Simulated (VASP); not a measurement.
# Ca (P4/mmm) in VASP: further runs

Ca is run at these levels: PBEsol; tasks: single point.

All numbers are computed with VASP 6.6.1; they aren't measurements. Logs are shortened: lines on timing, memory, paths and dates and some standing lists are left out, and cuts for length are marked.

**1. The cell of the first run**

It takes space group P4/mmm (No. 123, tetragonal). The conventional cell has a = 2.563 Å, b = 2.563 Å, c = 2.615 Å, α = 90.00°, β = 90.00°, γ = 90.00°. Ca (site symmetry 4/mmm) has 6 Ca at 2.56 to 2.62 Å within 3.4 Å.

**2. Single point, PBEsol**

The input, INCAR:

```
PREC = Accurate
ENCUT = 520
EDIFF = 1E-6
ISMEAR = -1
SIGMA = 0.1
LREAL = False
LASPH = True
NELM = 60
ALGO = Normal
ISIF = 2
LWAVE = False
LCHARG = False
GGA = PS
NBANDS = 11
```

The input, KPOINTS:

```
Automatic mesh
0
Gamma
  13 13 13
```

The input, POSCAR:

```
Ca
1.0
    2.5627000000      0.0000000000      0.0000000000
    0.0000000000      2.5627000000      0.0000000000
    0.0000000000      0.0000000000      2.6150000000
Ca
1
Direct
    0.0000000000      0.0000000000      0.0000000000
```

Potentials or basis: VASP PAW PBE potentials, release 64 (Ca_sv).

Run with:

```sh
> cat potpaw_PBE.64/Ca_sv/POTCAR > POTCAR
> mpirun -np 1 vasp_std > vasp.out
```

OUTCAR:

```text
PREC = Accurate
   ENCUT = 520
   EDIFF = 1E-6
   ISMEAR = -1
   LREAL = False
   LASPH = True
   NELM = 60
   ISIF = 2
   GGA = PS

 ion  position               nearest neighbor table
   1  0.000  0.000  0.000-

  LATTYP: Found a simple tetragonal cell.
 ALAT       =     2.5627000000
 C/A-ratio  =     1.0204081633

  Lattice vectors:

 A1 = (   2.5627000000,   0.0000000000,   0.0000000000)
 A2 = (   0.0000000000,   2.5627000000,   0.0000000000)
 A3 = (   0.0000000000,   0.0000000000,   2.6150000000)

Analysis of symmetry for initial positions (statically):
=====================================================================
 Subroutine PRICEL returns:
 Original cell was already a primitive cell.

 Routine SETGRP: Setting up the symmetry group for a
 simple tetragonal supercell.

 Subroutine GETGRP returns: Found 16 space group operations
 (whereof 16 operations were pure point group operations)
 out of a pool of 16 trial point group operations.

The static configuration has the point symmetry D_4h.

Analysis of symmetry for dynamics (positions and initial velocities):
=====================================================================
 Subroutine PRICEL returns:
 Original cell was already a primitive cell.

 Routine SETGRP: Setting up the symmetry group for a
 simple tetragonal supercell.

 Subroutine GETGRP returns: Found 16 space group operations
 (whereof 16 operations were pure point group operations)
 out of a pool of 16 trial point group operations.

The dynamic configuration has the point symmetry D_4h.

 Subroutine INISYM returns: Found 16 space group operations
 (whereof 16 operations are pure point group operations),
 and found     1 'primitive' translations

----------------------------------------------------------------------------------------

                                     Primitive cell

  volume of cell :      17.1738

  direct lattice vectors                    reciprocal lattice vectors
     2.562700000  0.000000000  0.000000000     0.390213447  0.000000000  0.000000000
     0.000000000  2.562700000  0.000000000     0.000000000  0.390213447  0.000000000
     0.000000000  0.000000000  2.615000000     0.000000000  0.000000000  0.382409178

  length of vectors
     2.562700000  2.562700000  2.615000000     0.390213447  0.390213447  0.382409178
[... 76 lines left out ...]
   LASPH  =      T    aspherical Exc in radial PAW
   ENCUT  =  520.0 eV  38.22 Ry    6.18 a.u.   4.76  4.76  4.86*2*pi/ulx,y,z
   NELM   =     60;   NELMIN=  2; NELMDL= -5     # of ELM steps
   EDIFF  = 0.1E-05   stopping-criterion for ELM
   LREAL  =      F    real-space projection
   EDIFFG = 0.1E-04   stopping-criterion for IOM
   NSW    =      0    number of steps for IOM
   IBRION =     -1    ionic relax: 0-MD 1-quasi-New 2-CG
   NFREE  =      0    steps in history (QN), initial steepest desc. (CG)
   ISIF   =      2    stress and relaxation
   ISYM   =      2    0-nonsym 1-usesym 2-fastsym
   POTIM  = 0.5000    time-step for ionic-motion
   TEBEG  =    0.0;   TEEND  =   0.0 temperature during run
   PSTRESS=    0.0 pullay stress
   NELECT =      10.0000    total number of electrons
   NUPDOWN=      -1.0000    fix difference up-down
   EMIN   =  10.00;   EMAX   =-10.00  energy-range for DOS
   EFERMI =   0.00;   METHOD = LEGACY
   ISMEAR =    -1;   SIGMA  =   0.10  broadening in eV -4-tet -1-fermi 0-gaus
   EFERMI_NEDOS =   21; number of points for ismear=-14 and -15
   IALGO  =     38    algorithm
   IMIX   =      4    mixing-type and parameters
     AMIX     =   0.40;   BMIX     =  1.00
     AMIX_MAG =   1.60;   BMIX_MAG =  1.00
  volume/ion in A,a.u.               =      17.17       115.89
  Fermi-wavevector in a.u.,A,eV,Ry     =   1.367054  2.583358 25.427076  1.868837
  Thomas-Fermi vector in A             =   2.493141
   LORBIT       =      0    0 simple, 1 ext, 2 COOP (PROOUT), +10 PAW based schemes
   GGA     = PS    functional components
   LHFCALC =     F    Hartree Fock is set to
   AEXX    =    0.0000 exact exchange contribution
   IVDW    =     0    specifies the selected vdW correction
   LEPSILON=     F    determine dielectric tensor
   LRPA    =     F    only Hartree local field effects (RPA)
 non-spin polarized calculation
  energy-cutoff  :      520.00
  volume of cell :       17.17
 maximum number of plane-waves:       478
 NGX is ok and might be reduce to    20
   NGX =  9   NGY =  9   NGZ =  9

 number of electron      10.0000002 magnetization

 Free energy of the ion-electron system (eV)
  ---------------------------------------------------
  ext. energy  EPLUGINS =         0.00000000
  ---------------------------------------------------
  free energy    TOTEN  =        -0.05219475 eV

  energy without entropy =       -0.03694094  energy(sigma->0) =       -0.04456785

 E-fermi :   6.6695     XC(G=0): -11.3208

 val. band max:        6.6638844474   @ k =   0.4615   0.0000   0.0000
 cond. band min:       6.7112770571   @ k =   0.1538   0.0769   0.4615
 fundamental gap:      0.0473926097
 Fermi energy:         6.6694699832

 k-point     1 :       0.0000    0.0000    0.0000
  band No.  band energies     occupation
      1     -34.7285      2.00000
      2     -14.3514      2.00000
      3     -14.1997      2.00000
      4     -14.1997      2.00000
      5       2.5156      2.00000
      6       6.5438      1.55707
      7       6.5541      1.52025
      8      14.7957      0.00000
      9      14.7957      0.00000
     10      14.9646      0.00000
     11      23.7007      0.00000
[... 309 lines left out ...]
 k-point    24 :       0.3846    0.3077    0.0000
  band No.  band energies     occupation
      1     -33.9098      2.00000
      2     -16.3876      2.00000
      3     -15.7921      2.00000
      4     -13.9090      2.00000
      5       5.0747      2.00000
      6       8.0795      0.00000
      7      11.7335      0.00000
      8      11.9842      0.00000
      9      12.7768      0.00000
     10      12.9471      0.00000
     11      18.6942      0.00000

 [... further k-points ...]
[... 5 lines left out ...]
  --------------------------------------------------------------------------------------
  -------------------------------------------------------------------------------------
  Total        4.7748793      4.7748793      4.3465648      0.0000000      0.0000000     -0.0000000
  in kB      445.4569648    445.4569648    405.4987382      0.0000000      0.0000000     -0.0000000
  external PRESSURE =     432.1375560 kB  Pullay stress =       0.0000000 kB

 VOLUME and BASIS-vectors are now :
 -----------------------------------------------------------------------------
  energy-cutoff  :      520.00
  volume of cell :       17.17
      direct lattice vectors                 reciprocal lattice vectors
     2.562700000  0.000000000  0.000000000     0.390213447  0.000000000  0.000000000
     0.000000000  2.562700000  0.000000000     0.000000000  0.390213447  0.000000000
     0.000000000  0.000000000  2.615000000     0.000000000  0.000000000  0.382409178

 POSITION                                       TOTAL-FORCE (eV/Angst)
 -----------------------------------------------------------------------------------
      0.00000      0.00000      0.00000         0.000000      0.000000      0.000000
 -----------------------------------------------------------------------------------
    total drift:                                0.000000      0.000000      0.000000

  FREE ENERGIE OF THE ION-ELECTRON SYSTEM (eV)
  ---------------------------------------------------
  free  energy   TOTEN  =        -0.0521947505 eV

  energy  without entropy=       -0.0369409399  energy(sigma->0) =       -0.04456785
```

stdout:

```text
POSCAR found type information on POSCAR Ca
 POSCAR found :  1 types and       1 ions
 scaLAPACK will be used
 -----------------------------------------------------------------------------
|                                                                             |
|                                                                             |
|     You enforced a specific xc type in the INCAR file but a different       |
|     I HOPE YOU KNOW WHAT YOU ARE DOING!                                     |
|                                                                             |
 -----------------------------------------------------------------------------

 LDA part: xc-table for (Slater+PW92), standard interpolation
 POSCAR, INCAR and KPOINTS ok, starting setup
 FFT: planning ... GRIDC
 FFT: planning ... GRID_SOFT
 FFT: planning ... GRID
 WAVECAR not read
 entering main loop
```

It took 14 s on 1 thread of Intel Xeon Platinum 8488C (Sapphire Rapids), shared host; peak memory 0.15 GiB.

What came out:

| Item | Value |
| --- | --- |
| Free energy | -0.0522 eV |
| Pressure | 43.2 GPa |
| Band gap on the k mesh | zero (band 5 reaches 6.98 eV, above the bottom of band 6 at 6.11 eV) |

Stress tensor (GPa, compression positive):
```
44.55  0.00  0.00
 0.00 44.55  0.00
 0.00  0.00 40.55
```

Caveat: the PAW data sets were made with another functional, which shifts forces and pressure a little.

**3. Single point, PBEsol**

This run uses another cell than the first one, of 17.53 Å³/atom, 1.021 times its volume.

The input, INCAR:

```
  ALGO = Normal
  EDIFF = 1E-6
  ENCUT = 520
  GGA = PS
  ISIF = 2
  ISMEAR = -1
  LASPH = True
  LCHARG = False
  LREAL = False
  LWAVE = False
  NBANDS = 11
  NELM = 100
  PREC = Accurate
  SIGMA = 0.1
```

The input, KPOINTS:

```
k-points
0
Gamma
  13 13 13
```

The input, POSCAR:

```
Ca
1.0
    2.5888500000      0.0000000000      0.0000000000
    0.0000000000      2.5888500000      0.0000000000
    0.0000000000      0.0000000000      2.6150000000
Ca
1
Direct
    0.0000000000      0.0000000000      0.0000000000
```

Potentials or basis: VASP PAW PBE potentials, release 64 (Ca_sv).

Run with:

```sh
> cat potpaw_PBE.64/Ca_sv/POTCAR > POTCAR
> mpirun -np 1 vasp_std > vasp.out
```

OUTCAR:

```text
EDIFF = 1E-6
   ENCUT = 520
   GGA = PS
   ISIF = 2
   ISMEAR = -1
   LASPH = True
   LREAL = False
   NELM = 100
   PREC = Accurate

 ion  position               nearest neighbor table
   1  0.000  0.000  0.000-

  LATTYP: Found a simple tetragonal cell.
 ALAT       =     2.5888500000
 C/A-ratio  =     1.0101010101

  Lattice vectors:

 A1 = (   2.5888500000,   0.0000000000,   0.0000000000)
 A2 = (   0.0000000000,   2.5888500000,   0.0000000000)
 A3 = (   0.0000000000,   0.0000000000,   2.6150000000)

Analysis of symmetry for initial positions (statically):
=====================================================================
 Subroutine PRICEL returns:
 Original cell was already a primitive cell.

 Routine SETGRP: Setting up the symmetry group for a
 simple tetragonal supercell.

 Subroutine GETGRP returns: Found 16 space group operations
 (whereof 16 operations were pure point group operations)
 out of a pool of 16 trial point group operations.

The static configuration has the point symmetry D_4h.

Analysis of symmetry for dynamics (positions and initial velocities):
=====================================================================
 Subroutine PRICEL returns:
 Original cell was already a primitive cell.

 Routine SETGRP: Setting up the symmetry group for a
 simple tetragonal supercell.

 Subroutine GETGRP returns: Found 16 space group operations
 (whereof 16 operations were pure point group operations)
 out of a pool of 16 trial point group operations.

The dynamic configuration has the point symmetry D_4h.

 Subroutine INISYM returns: Found 16 space group operations
 (whereof 16 operations are pure point group operations),
 and found     1 'primitive' translations

----------------------------------------------------------------------------------------

                                     Primitive cell

  volume of cell :      17.5261

  direct lattice vectors                    reciprocal lattice vectors
[... 105 lines left out ...]
     AMIX_MAG =   1.60;   BMIX_MAG =  1.00
  volume/ion in A,a.u.               =      17.53       118.27
  Fermi-wavevector in a.u.,A,eV,Ry     =   1.357833  2.565932 25.085202  1.843710
  Thomas-Fermi vector in A             =   2.484718
   LORBIT       =      0    0 simple, 1 ext, 2 COOP (PROOUT), +10 PAW based schemes
   GGA     = PS    functional components
   LHFCALC =     F    Hartree Fock is set to
   AEXX    =    0.0000 exact exchange contribution
   IVDW    =     0    specifies the selected vdW correction
   LEPSILON=     F    determine dielectric tensor
   LRPA    =     F    only Hartree local field effects (RPA)
 non-spin polarized calculation
  energy-cutoff  :      520.00
  volume of cell :       17.53
 maximum number of plane-waves:       481
 NGX is ok and might be reduce to    20
   NGX =  9   NGY =  9   NGZ =  9

 number of electron      10.0000004 magnetization

 Free energy of the ion-electron system (eV)
  ---------------------------------------------------
  ext. energy  EPLUGINS =         0.00000000
  ---------------------------------------------------
  free energy    TOTEN  =        -0.14693950 eV

  energy without entropy =       -0.13146705  energy(sigma->0) =       -0.13920328

 E-fermi :   6.5173     XC(G=0): -11.2241

 val. band max:        6.5051356992   @ k =   0.0000   0.0000   0.0769
 cond. band min:       6.5408345497   @ k =   0.1538   0.0769   0.4615
 fundamental gap:      0.0356988505
 Fermi energy:         6.5172861062

 k-point     1 :       0.0000    0.0000    0.0000
  band No.  band energies     occupation
      1     -34.8458      2.00000
      2     -14.5024      2.00000
      3     -14.4293      2.00000
      4     -14.4293      2.00000
      5       2.3288      2.00000
      6       6.4424      1.35772
      7       6.4485      1.33112
      8      14.5549      0.00000
      9      14.5549      0.00000
     10      14.6384      0.00000
     11      23.5268      0.00000
[... 309 lines left out ...]
 k-point    24 :       0.3846    0.3077    0.0000
  band No.  band energies     occupation
      1     -34.0957      2.00000
      2     -16.4803      2.00000
      3     -15.9219      2.00000
      4     -14.0976      2.00000
      5       4.9608      2.00000
      6       7.8783      0.00000
      7      11.3891      0.00000
      8      11.8834      0.00000
      9      12.5874      0.00000
     10      12.6358      0.00000
     11      18.3150      0.00000

 [... further k-points ...]
[... 5 lines left out ...]
  --------------------------------------------------------------------------------------
  -------------------------------------------------------------------------------------
  Total        4.5365958      4.5365958      4.3295805      0.0000000     -0.0000000      0.0000000
  in kB      414.7202129    414.7202129    395.7955753      0.0000000     -0.0000000      0.0000000
  external PRESSURE =     408.4120003 kB  Pullay stress =       0.0000000 kB

 VOLUME and BASIS-vectors are now :
 -----------------------------------------------------------------------------
  energy-cutoff  :      520.00
  volume of cell :       17.53
      direct lattice vectors                 reciprocal lattice vectors
     2.588850000  0.000000000  0.000000000     0.386271897  0.000000000  0.000000000
     0.000000000  2.588850000  0.000000000     0.000000000  0.386271897  0.000000000
     0.000000000  0.000000000  2.615000000     0.000000000  0.000000000  0.382409178

 POSITION                                       TOTAL-FORCE (eV/Angst)
 -----------------------------------------------------------------------------------
      0.00000      0.00000      0.00000         0.000000      0.000000      0.000000
 -----------------------------------------------------------------------------------
    total drift:                               -0.000000      0.000000      0.000000

  FREE ENERGIE OF THE ION-ELECTRON SYSTEM (eV)
  ---------------------------------------------------
  free  energy   TOTEN  =        -0.1469395046 eV

  energy  without entropy=       -0.1314670506  energy(sigma->0) =       -0.13920328
```

Run time: 14 s. Hardware: 1 thread of Intel Xeon Platinum 8488C (Sapphire Rapids), shared host; peak memory 0.15 GiB.

What came out:

```yaml
Free_energy: -0.1469 eV
Pressure: 40.8 GPa
Band_gap_on_the_k_mesh: zero (band 5 reaches 6.75 eV, above the bottom of band 6 at 6.00 eV)
```

Caveat: the PAW data sets were made with another functional, which shifts forces and pressure a little.

(Part 1 of 3 ends here.)
